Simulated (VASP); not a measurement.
# Al3InSb4 (Cm) in VASP: further runs

The runs below take Al3InSb4 through single point, with PBEsol.

Program: VASP 6.6.1. These are calculated values, not measurements. Logs are shortened: lines on timing, memory, paths and dates and some standing lists are left out, and cuts for length are marked.

### Step 1. The cell of the first run

The structure is monoclinic, space group Cm (No. 8). The conventional cell has a = 14.591 Å, b = 4.399 Å, c = 7.620 Å, α = 90.00°, β = 100.02°, γ = 90.00°. In (site symmetry m) has 4 Sb at 2.69 Å within 3.6 Å. Al (site symmetry m) has 4 Sb at 2.69 Å within 3.6 Å. Within 3.6 Å of Al (site symmetry m) lie 4 Sb at 2.69 Å. Within 3.6 Å of Al (site symmetry m) lie 4 Sb at 2.69 Å. Within 3.6 Å of Sb (site symmetry m) lie 1 In at 2.69 Å and 3 Al at 2.69 Å. Sb (site symmetry m) has 1 In at 2.69 Å and 3 Al at 2.69 Å within 3.6 Å. Within 3.6 Å of Sb (site symmetry m) lie 4 Al at 2.69 Å. Sb (site symmetry m) has 2 Al at 2.69 Å and 2 In at 2.69 Å within 3.6 Å.

### Step 2. Single point, PBEsol

The input, INCAR:

```
PREC     = Accurate       # precision mode
ENCUT    = 500            # plane-wave cutoff, eV
EDIFF    = 1E-6           # SCF threshold, eV
ISMEAR   = 0              # smearing method
SIGMA    = 0.1            # smearing width, eV
LREAL    = F              # projectors in reciprocal space
LASPH    = T              # aspherical terms in the spheres
NELM     = 120            # most SCF steps
ALGO     = Normal         # electronic algorithm
ISIF     = 2              # what is computed and relaxed
LWAVE    = F              # write WAVECAR
LCHARG   = F              # write CHGCAR
GGA      = PS             # functional
NBANDS   = 31             # bands
GGA_COMPAT= F
```

The input, KPOINTS:

```
regular mesh
0
Gamma
  4 4 4
```

The input, POSCAR:

```
Al3InSb4
1.0
   -3.1108750000      3.1108750000      0.0000000000
   -3.1108750000     -6.2217500000      3.1108750000
    3.1108750000      3.1108750000      6.2217500000
In Al Sb
1 3 4
Direct
    0.0000000000      0.0000000000      0.0000000000
    0.7500000000      0.5000000000      0.2500000000
    0.5000000000      0.0000000000      0.5000000000
    0.2500000000      0.5000000000      0.7500000000
    0.1875000000      0.3750000000      0.0625000000
    0.9375000000      0.8750000000      0.3125000000
    0.6875000000      0.3750000000      0.5625000000
    0.4375000000      0.8750000000      0.8125000000
```

Potentials or basis: VASP PAW PBE potentials, release 64 (In_d, Al, Sb).

On the command line:

```console
> cat potpaw_PBE.64/In_d/POTCAR potpaw_PBE.64/Al/POTCAR potpaw_PBE.64/Sb/POTCAR > POTCAR
> mpirun -np 1 vasp_std > vasp.out
```

OUTCAR:

```text
PREC = Accurate
   ENCUT = 500
   EDIFF = 1E-6
   ISMEAR = 0
   LREAL = F
   LASPH = T
   NELM = 120
   ISIF = 2
   GGA = PS

 ion  position               nearest neighbor table
   1  0.000  0.000  0.000-   5 2.69   6 2.69   8 2.69   8 2.69
   2  0.750  0.500  0.250-   5 2.69   6 2.69   7 2.69   5 2.69
   3  0.500  0.000  0.500-   6 2.69   7 2.69   8 2.69   6 2.69
   4  0.250  0.500  0.750-   5 2.69   7 2.69   8 2.69   7 2.69
   5  0.188  0.375  0.062-   2 2.69   1 2.69   2 2.69   4 2.69
   6  0.938  0.875  0.312-   3 2.69   1 2.69   2 2.69   3 2.69
   7  0.688  0.375  0.562-   4 2.69   2 2.69   3 2.69   4 2.69
   8  0.438  0.875  0.812-   1 2.69   1 2.69   3 2.69   4 2.69

  LATTYP: Found a base centered monoclinic cell.
 ALAT       =    14.5912971268
 B/A-ratio  =     0.3015113446
 C/A-ratio  =     0.5222329679
 COS(beta)  =    -0.1740776560

  Lattice vectors:

 A1 = (  -6.2217500000,  -3.1108750000,   3.1108750000)
 A2 = (  -3.1108750000,  -6.2217500000,   3.1108750000)
 A3 = (   3.1108750000,   3.1108750000,   6.2217500000)

Analysis of symmetry for initial positions (statically):
=====================================================================
 Subroutine PRICEL returns:
 Original cell was already a primitive cell.

 Routine SETGRP: Setting up the symmetry group for a
 base centered monoclinic supercell.

 Subroutine GETGRP returns: Found  2 space group operations
 (whereof  2 operations were pure point group operations)
 out of a pool of  4 trial point group operations.

The static configuration has the point symmetry C_1h.

Analysis of symmetry for dynamics (positions and initial velocities):
=====================================================================
 Subroutine PRICEL returns:
 Original cell was already a primitive cell.

 Routine SETGRP: Setting up the symmetry group for a
 base centered monoclinic supercell.

 Subroutine GETGRP returns: Found  2 space group operations
 (whereof  2 operations were pure point group operations)
 out of a pool of  4 trial point group operations.

The dynamic configuration has the point symmetry C_1h.

 Subroutine INISYM returns: Found  2 space group operations
 (whereof  2 operations are pure point group operations),
 and found     1 'primitive' translations

----------------------------------------------------------------------------------------

                                     Primitive cell

  volume of cell :     240.8450

  direct lattice vectors                    reciprocal lattice vectors
    -3.110875000  3.110875000  0.000000000    -0.200908105  0.120544863  0.040181621
    -3.110875000 -6.221750000  3.110875000    -0.080363242 -0.080363242  0.080363242
     3.110875000  3.110875000  6.221750000     0.040181621  0.040181621  0.120544863

  length of vectors
     4.399441616  7.620056404  7.620056404     0.237717675  0.139193218  0.133267360

  position of ions in fractional coordinates (direct lattice)
     0.000000000  0.000000000  0.000000000
     0.750000000  0.500000000  0.250000000
     0.500000000  0.000000000  0.500000000
     0.250000000  0.500000000  0.750000000
     0.187500000  0.375000000  0.062500000
     0.937500000  0.875000000  0.312500000
     0.687500000  0.375000000  0.562500000
     0.437500000  0.875000000  0.812500000

  ion indices of the primitive-cell ions
   primitive index   ion index
                 1           1
                 2           2
                 3           3
                 4           4
                 5           5
                 6           6
                 7           7
                 8           8

----------------------------------------------------------------------------------------

 KPOINTS: regular mesh

Automatic generation of k-mesh.
 Grid dimensions read from file:
 generate k-points for:    4    4    4

 Generating k-lattice:

  Cartesian coordinates                     Fractional coordinates (reciprocal lattice)
    -0.050227026  0.030136216  0.010045405     0.250000000 -0.000000000 -0.000000000
    -0.020090810 -0.020090810  0.020090810     0.000000000  0.250000000  0.000000000
     0.010045405  0.010045405  0.030136216     0.000000000  0.000000000  0.250000000

  Length of vectors
     0.059429419  0.034798304  0.033316840

  Shift w.r.t. Gamma in fractional coordinates (k-lattice)
     0.000000000  0.000000000  0.000000000

 Subroutine IBZKPT returns following result:
 ===========================================

 Found     24 irreducible k-points:

 Following reciprocal coordinates:
            Coordinates               Weight
  0.000000  0.000000  0.000000      1.000000
  0.250000  0.000000 -0.000000      4.000000
  0.500000  0.000000 -0.000000      2.000000
  0.000000  0.250000  0.000000      2.000000
  0.250000  0.250000  0.000000      4.000000
  0.500000  0.250000  0.000000      2.000000
[... 16 lines left out ...]
  0.500000  0.250000  0.500000      2.000000
  0.000000  0.500000  0.500000      1.000000
[... 63 lines left out ...]

  energy without entropy =      -33.99315673  energy(sigma->0) =      -33.99315673

 E-fermi :   5.2603     XC(G=0):  -8.8283

 val. band max:        4.8378913571   @ k =   0.0000   0.0000   0.0000
 cond. band min:       5.8535242107   @ k =   0.0000   0.0000   0.0000
 fundamental gap:      1.0156328536
 Fermi energy:         5.2602738591

 k-point     1 :       0.0000    0.0000    0.0000
  band No.  band energies     occupation
      1      -9.7576      2.00000
      2      -9.7294      2.00000
      3      -9.6866      2.00000
      4      -9.6105      2.00000
      5      -9.5963      2.00000
      6      -5.9870      2.00000
[... 23 lines left out ...]
     30       8.5428      0.00000
     31       8.8206      0.00000

 k-point     2 :       0.2500    0.0000   -0.0000
  band No.  band energies     occupation
      1      -9.7502      2.00000
      2      -9.7269      2.00000
      3      -9.6955      2.00000
      4      -9.6061      2.00000
      5      -9.6034      2.00000
      6      -5.5679      2.00000
[... 23 lines left out ...]
     30       9.1453      0.00000
     31       9.3614      0.00000

 k-point     3 :       0.5000    0.0000   -0.0000
  band No.  band energies     occupation
      1      -9.7565      2.00000
      2      -9.7244      2.00000
      3      -9.6916      2.00000
      4      -9.6104      2.00000
      5      -9.6004      2.00000
      6      -4.6263      2.00000
[... 23 lines left out ...]
     30       9.3298      0.00000
     31       9.4005      0.00000

 k-point     4 :       0.0000    0.2500    0.0000
  band No.  band energies     occupation
      1      -9.7575      2.00000
      2      -9.7296      2.00000
      3      -9.6866      2.00000
      4      -9.6105      2.00000
      5      -9.5963      2.00000
      6      -5.8475      2.00000
[... 23 lines left out ...]
     30       8.4206      0.00000
     31       8.5949      0.00000

 k-point     5 :       0.2500    0.2500    0.0000
  band No.  band energies     occupation
      1      -9.7503      2.00000
      2      -9.7271      2.00000
      3      -9.6952      2.00000
      4      -9.6061      2.00000
      5      -9.6034      2.00000
      6      -5.3127      2.00000
[... 23 lines left out ...]
     30       9.0228      0.00000
     31       9.3426      0.00000
[... 542 lines left out ...]
     30       9.4298      0.00000
     31       9.6088      0.00000

 k-point    22 :       0.2500    0.2500    0.5000
  band No.  band energies     occupation
      1      -9.7507      2.00000
      2      -9.7267      2.00000
      3      -9.6952      2.00000
      4      -9.6061      2.00000
      5      -9.6034      2.00000
      6      -5.0182      2.00000
[... 23 lines left out ...]
     30       9.3252      0.00000
     31       9.5021      0.00000

 k-point    23 :       0.5000    0.2500    0.5000
  band No.  band energies     occupation
      1      -9.7567      2.00000
      2      -9.7242      2.00000
      3      -9.6917      2.00000
      4      -9.6105      2.00000
      5      -9.6003      2.00000
      6      -4.5707      2.00000
[... 23 lines left out ...]
     30       9.0238      0.00000
     31       9.1613      0.00000

 k-point    24 :       0.0000    0.5000    0.5000
  band No.  band energies     occupation
      1      -9.7579      2.00000
      2      -9.7292      2.00000
      3      -9.6867      2.00000
      4      -9.6105      2.00000
      5      -9.5962      2.00000
      6      -5.2917      2.00000
[... 23 lines left out ...]
     30       8.7629      0.00000
     31       8.7860      0.00000

------------------------ aborting loop because EDIFF is reached ----------------------------------------

  FORCE on cell =-STRESS in cart. coord.  units (eV):
  Direction    XX          YY          ZZ          XY          YZ          ZX
  --------------------------------------------------------------------------------------
  -------------------------------------------------------------------------------------
  Total        1.8777288      1.8777288      1.3056756     -0.4149779      0.0114688      0.0114688
  in kB       12.4912468     12.4912468      8.6857677     -2.7605641      0.0762944      0.0762942
  external PRESSURE =      11.2227538 kB  Pullay stress =       0.0000000 kB

 VOLUME and BASIS-vectors are now :
 -----------------------------------------------------------------------------
  energy-cutoff  :      500.00
  volume of cell :      240.85
      direct lattice vectors                 reciprocal lattice vectors
    -3.110875000  3.110875000  0.000000000    -0.200908105  0.120544863  0.040181621
    -3.110875000 -6.221750000  3.110875000    -0.080363242 -0.080363242  0.080363242
     3.110875000  3.110875000  6.221750000     0.040181621  0.040181621  0.120544863

 POSITION                                       TOTAL-FORCE (eV/Angst)
 -----------------------------------------------------------------------------------
      0.00000      0.00000      0.00000         0.005105      0.005105     -0.032543
     -3.11088      0.00000      3.11088        -0.017597     -0.017597      0.017669
      0.00000      3.11088      3.11088         0.028877      0.028877      0.002939
      0.00000      0.00000      6.22175        -0.020065     -0.020065      0.014284
     -1.55544     -1.55544      1.55544        -0.571338     -0.571338      0.570802
     -4.66631     -1.55544      4.66631         0.567117      0.567117      0.574810
     -1.55544      1.55544      4.66631         0.009591      0.009591     -0.002433
     -1.55544     -1.55544      7.77719        -0.001690     -0.001690     -1.145528
 -----------------------------------------------------------------------------------
    total drift:                                0.000003     -0.000000      0.000070

  FREE ENERGIE OF THE ION-ELECTRON SYSTEM (eV)
  ---------------------------------------------------
  free  energy   TOTEN  =       -33.9931567281 eV

  energy  without entropy=      -33.9931567281  energy(sigma->0) =      -33.99315673
```

It took 2.6 min on 1 thread of Oxide Virtual Turin-like, shared host; peak memory 0.37 GiB.

Results:

| Property | Result |
| --- | --- |
| Free energy | -33.9932 eV |
| Pressure | 1.1 GPa |
| Largest force | 1.146 eV/Å |
| Band gap on the k mesh | 1.02 eV |

Forces in eV/Å, atoms in the order of the input:
```
In   0.005  0.005 -0.033
Al  -0.018 -0.018  0.018
Al   0.029  0.029  0.003
Al  -0.020 -0.020  0.014
Sb  -0.571 -0.571  0.571
Sb   0.567  0.567  0.575
Sb   0.010  0.010 -0.002
Sb  -0.002 -0.002 -1.146
```

Stress tensor (GPa, compression positive):
```
 1.25 -0.28  0.01
-0.28  1.25  0.01
 0.01  0.01  0.87
```

Caveat: the PAW data sets were made with another functional, which shifts forces and pressure a little; spin-orbit coupling is left out, which moves the levels of the heavy elements.

### Step 3. Single point, PBEsol

This run uses another cell than the first one, of 30.42 Å³/atom.

The input, INCAR:

```
SYSTEM = Al3InSb4
PREC     = Accurate       ! precision mode
ENCUT    = 500            ! plane-wave cutoff, eV
EDIFF    = 1E-6           ! SCF threshold, eV
ISMEAR   = 0              ! smearing method
SIGMA    = 0.1            ! smearing width, eV
LREAL    = .False.        ! projectors in reciprocal space
LASPH    = .True.         ! aspherical terms in the spheres
NELM     = 120            ! most SCF steps
ALGO     = Normal         ! electronic algorithm
ISIF     = 2              ! what is computed and relaxed
LWAVE    = .False.        ! write WAVECAR
LCHARG   = .False.        ! write CHGCAR
GGA      = PS             ! functional
NBANDS   = 31             ! bands
GGA_COMPAT= .False.
```

The input, KPOINTS:

```
regular mesh
0
Gamma
  6 6 4
  0 0 0
```

The input, POSCAR:

```
Al3InSb4
1.0
   -3.1244556070      3.1244556070      0.0000000000
   -3.1195674960     -6.2440231031      3.1169949212
    3.1225715231      3.1225715231      6.2381138124
In Al Sb
1 3 4
Direct
    0.0005703541      0.0011407082      0.0010591221
    0.7512147794      0.5024295588      0.2539180415
    0.5002418172      0.0004836344      0.4993163278
    0.2479493604      0.4958987209      0.7458396197
    0.1957507993      0.3915015985      0.0652808182
    0.9362235583      0.8724471165      0.3245883501
    0.6856126247      0.3712252495      0.5618421912
    0.4324367066      0.8648734133      0.7981555294
```

Potentials or basis: VASP PAW PBE potentials, release 64 (In_d, Al, Sb).

On the command line:

```console
> cat potpaw_PBE.64/In_d/POTCAR potpaw_PBE.64/Al/POTCAR potpaw_PBE.64/Sb/POTCAR > POTCAR
> mpirun -np 1 vasp_std > vasp.out
```

Wall time 5.7 min (1 thread of Oxide Virtual Turin-like, shared host); peak memory 0.48 GiB.

It converged, with:

| Property | Result |
| --- | --- |
| Free energy | -34.2533 eV |
| Pressure | 0.2 GPa |
| Largest force | 0.018 eV/Å |
| Band gap on the k mesh | 0.89 eV (least direct gap 0.95 eV) |

Forces in eV/Å, atoms in the order of the input:
```
In  -0.003 -0.003  0.000
Al   0.002  0.002 -0.004
Al   0.002  0.002 -0.001
Al  -0.002 -0.002 -0.003
Sb   0.009  0.009 -0.001
Sb  -0.009 -0.009 -0.010
Sb  -0.003 -0.003  0.002
Sb   0.006  0.006  0.016
```

Levels at points of the mesh, in eV from the valence-band top:
```
           k point  band 17  band 18  band 19  band 20  band 21  band 22  band 23  band 24  band 25  band 26
(0.00, 0.00, 0.00)    -1.01    -0.98    -0.09    -0.05     0.00     0.95     0.99     1.61     1.91     2.98
(0.50, 0.00, 0.00)    -2.55    -2.28    -2.22    -1.54    -1.41     2.34     2.41     2.60     2.77     3.37
(0.00, 0.50, 0.00)    -0.98    -0.78    -0.77    -0.46    -0.36     0.89     1.17     1.27     1.31     1.58
(0.00, 0.00, 0.50)    -1.48    -1.13    -1.06    -0.97    -0.77     1.77     1.96     2.14     2.41     2.90
(0.50, 0.00, 0.50)    -2.24    -1.84    -1.61    -0.98    -0.95     0.91     1.13     1.27     1.63     2.02
(0.00, 0.50, 0.50)    -1.85    -1.66    -1.65    -0.79    -0.43     1.53     1.71     2.02     2.19     2.67
```

Caveat: the PAW data sets were made with another functional, which shifts forces and pressure a little; spin-orbit coupling is left out, which moves the levels of the heavy elements. A k mesh can miss the band edges.

### Step 4. Single point, PBEsol

This run uses another cell than the first one, of 30.42 Å³/atom.

The input, INCAR:

```
PREC = Accurate
ENCUT = 500
EDIFF = 1E-6
ISMEAR = 0
SIGMA = 0.02
LREAL = False
LASPH = True
NELM = 120
ALGO = Normal
ISIF = 2
LWAVE = False
LCHARG = False
GGA = PS
NBANDS = 31
GGA_COMPAT = False
```

The input, KPOINTS:

```
regular mesh
0
Gamma
  6 6 4
```

The input, POSCAR:

```
Al3InSb4
1.0
   -3.1249484103      3.1249484103      0.0000000000
   -3.1189370276     -6.2438854379      3.1192164587
    3.1208144783      3.1208144783      6.2380510943
In Al Sb
1 3 4
Direct
    0.0006872495      0.0013744990      0.0009631932
    0.7512742501      0.5025485002      0.2539271845
    0.5001465286      0.0002930571      0.4993770722
    0.2479113331      0.4958226661      0.7456799592
    0.1958877429      0.3917754858      0.0654165333
    0.9362372177      0.8724744355      0.3246397156
    0.6855514613      0.3711029226      0.5618177769
    0.4323042169      0.8646084337      0.7981785652
```

On the command line:

```console
> cat potpaw_PBE.64/In_d/POTCAR potpaw_PBE.64/Al/POTCAR potpaw_PBE.64/Sb/POTCAR > POTCAR
> mpirun -np 1 vasp_std > vasp.out
```

Wall time 5.9 min (1 thread of Oxide Virtual Turin-like, shared host); peak memory 0.47 GiB.

The run converged. Its results:

```
Free energy            : -34.2533 eV
Pressure               : 0.2 GPa
Largest force          : 0.028 eV/Å
Band gap on the k mesh : 0.89 eV (least direct gap 0.95 eV)
```

Forces on the atoms (eV/Å):
```
In  -0.001 -0.001  0.000
Al   0.003  0.003 -0.002
Al  -0.002 -0.002 -0.001
Al   0.003  0.003 -0.003
Sb   0.011  0.011 -0.011
Sb  -0.013 -0.013 -0.012
Sb  -0.001 -0.001  0.001
Sb   0.000  0.000  0.028
```

Levels at points of the mesh, in eV from the valence-band top:
```tsv
k point	band 17	band 18	band 19	band 20	band 21	band 22	band 23	band 24	band 25	band 26
(0.00, 0.00, 0.00)	-1.00	-0.98	-0.09	-0.04	0.00	0.95	0.99	1.61	1.91	2.98
(0.50, 0.00, 0.00)	-2.54	-2.27	-2.22	-1.54	-1.41	2.34	2.41	2.60	2.77	3.37
(0.00, 0.50, 0.00)	-0.98	-0.77	-0.77	-0.46	-0.36	0.89	1.17	1.27	1.31	1.58
(0.00, 0.00, 0.50)	-1.48	-1.14	-1.05	-0.97	-0.77	1.77	1.96	2.14	2.41	2.90
(0.50, 0.00, 0.50)	-2.24	-1.84	-1.61	-0.98	-0.95	0.91	1.13	1.27	1.63	2.02
(0.00, 0.50, 0.50)	-1.85	-1.66	-1.65	-0.79	-0.43	1.53	1.71	2.01	2.19	2.67
```

Caveat: the PAW data sets were made with another functional, which shifts forces and pressure a little; spin-orbit coupling is left out, which moves the levels of the heavy elements. A k mesh can miss the band edges.

### Step 5. The runs side by side

| cell | k mesh | smearing | gap on the mesh (eV) | pressure (GPa) | largest force (eV/Å) |
| --- | --- | --- | --- | --- | --- |
| a = 4.399, b = 7.620, c = 7.620 Å, angles 99.6, 90.0, 106.8°, 8 atoms, atomic positions A | 4 × 4 × 4 | gaussian 0.1 eV | 1.02 | 1.1 | 1.15 |
| a = 4.419, b = 7.644, c = 7.643 Å, angles 99.7, 90.0, 106.8°, 8 atoms, atomic positions B | 6 × 6 × 4 | gaussian 0.1 eV | 0.89 | 0.2 | 0.02 |
| a = 4.419, b = 7.645, c = 7.641 Å, angles 99.6, 90.0, 106.8°, 8 atoms, atomic positions C | 6 × 6 × 4 | gaussian 0.02 eV | 0.89 | 0.2 | 0.03 |

Alike in all rows: task single point; level PBEsol; potentials or basis VASP PAW PBE potentials, release 64 (In_d, Al, Sb); no spin polarisation; cutoff (eV) 500.

Caveats: the PAW data sets were made with another functional, which shifts forces and pressure a little; spin-orbit coupling is left out, which moves the levels of the heavy elements.

Absolute energies hang on the potentials; compare differences alone.
